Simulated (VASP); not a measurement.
# Na: single point with PBE

Na:

```
Na
1.0
     0.00000    2.66118    2.66118
     2.66118    0.00000    2.66118
     2.66118    2.66118    0.00000
Na
1
Direct
  0.00000 0.00000 0.00000
```

| Property | Result |
| --- | --- |
| Program | VASP 6.6.1 |
| Task | single point |
| Functional | PBE |
| Potentials or basis | VASP PAW PBE potentials, release 64 (Na_pv) |
| Cutoff | 520 eV |
| k mesh | 6 × 6 × 6 |
| Occupations | gaussian, width 0.05 eV |
| Spin | no spin polarisation |
| Dipole correction | no |
| Further INCAR settings | ALGO = Normal; EDIFF = 1e-06; NBANDS = 10 |

```json
{"Pressure": "-0.1 GPa"}
```

Levels at points of the mesh, in eV from the Fermi level:
| k point | band 1 | band 2 | band 3 | band 4 | band 5 | band 6 | band 7 | band 8 |
| --- | --- | --- | --- | --- | --- | --- | --- | --- |
| (0.00, 0.00, 0.00) | -24.66 | -24.66 | -24.66 | -3.00 | 11.24 | 11.24 | 11.24 | 12.33 |
| (0.50, 0.00, 0.00) | -24.69 | -24.67 | -24.67 | 0.80 | 1.19 | 10.29 | 10.29 | 11.30 |
| (0.50, 0.50, 0.00) | -24.69 | -24.67 | -24.67 | 2.00 | 2.54 | 6.47 | 7.31 | 7.31 |

It took 8.5 s on 1 thread of AMD EPYC 7R13 (shared host), peak memory 0.12 GiB.
